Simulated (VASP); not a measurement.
Wanted: the native input for a VASP 6.6.1 run.

* Task: single point
* Functional: r2SCAN
* Potentials or basis: VASP PAW PBE potentials, release 64 (In_d)
* Cutoff: 520 eV
* k mesh: 8 × 8 × 4
* Occupations: fermi-dirac, width 0.1 eV
* Spin: no spin polarisation
* Dipole correction: no
* Further INCAR settings: ALGO = Normal; EDIFF = 1e-06; NBANDS = 20

The system is In.

```
CELL_PARAMETERS angstrom
3.41687 0.00000 0.00000
-1.70843 2.95910 0.00000
0.00000 0.00000 5.64357
ATOMIC_POSITIONS crystal
In 0.33333 0.66667 0.25000
In 0.66667 0.33333 0.75000
```

This isn't the form of In at room conditions, which is tetragonal.

These files were run (other wordings do the same):

POSCAR

```
In
1.0
    3.4168701911      0.0000000000      0.0000000000
   -1.7084345834      2.9590966492      0.0000000000
    0.0000000000      0.0000000000      5.6435650274
In
2
Direct
    0.3333333333      0.6666666667      0.2500000000
    0.6666666667      0.3333333333      0.7500000000
```

INCAR.step1

```
ALGO     = Normal         # electronic algorithm
EDIFF    = 1E-4           # SCF threshold, eV
ENCUT    = 520            # plane-wave cutoff, eV
GGA      = PE             # functional
ISMEAR   = -1             # smearing method
LASPH    = True           # aspherical terms in the spheres
LCHARG   = False          # write CHGCAR
LREAL    = False          # projectors in reciprocal space
LWAVE    = True           # write WAVECAR
NBANDS   = 20             # bands
NELM     = 60             # most SCF steps
PREC     = Accurate       # precision mode
SIGMA    = 0.1            # smearing width, eV
```

INCAR.step2

```
ALGO     = Normal         # electronic algorithm
EDIFF    = 1E-6           # SCF threshold, eV
ENCUT    = 520            # plane-wave cutoff, eV
ISIF     = 2              # what is computed and relaxed
ISMEAR   = -1             # smearing method
ISTART   = 1            
LASPH    = True           # aspherical terms in the spheres
LCHARG   = False          # write CHGCAR
LMIXTAU  = True         
LREAL    = False          # projectors in reciprocal space
LWAVE    = False          # write WAVECAR
METAGGA  = R2SCAN         # meta-GGA
NBANDS   = 20             # bands
NELM     = 60             # most SCF steps
PREC     = Accurate       # precision mode
SIGMA    = 0.1            # smearing width, eV
```

KPOINTS

```
k-points
0
Gamma
  8 8 4
```

Potentials or basis: VASP PAW PBE potentials, release 64 (In_d).

Run with:

```bash
$ cat potpaw_PBE.64/In_d/POTCAR > POTCAR
$ cp INCAR.step1 INCAR
$ mpirun -np 1 vasp_std > vasp.out
$ cp INCAR.step2 INCAR
$ mpirun -np 1 vasp_std > vasp.out
```

Results of the run:

```yaml
Pressure: -2.5 GPa
Band_gap_on_the_k_mesh: zero (bands 13 and 14 overlap by 6.07 eV)
```

Caveat: the PAW data sets were made with another functional, which shifts forces and pressure a little; spin-orbit coupling is left out, which moves the levels of the heavy elements.

Run time: 58 s on 1 thread of Intel(R) Xeon(R) 6975P-C (Granite Rapids), on a shared host, peak memory 0.19 GiB.
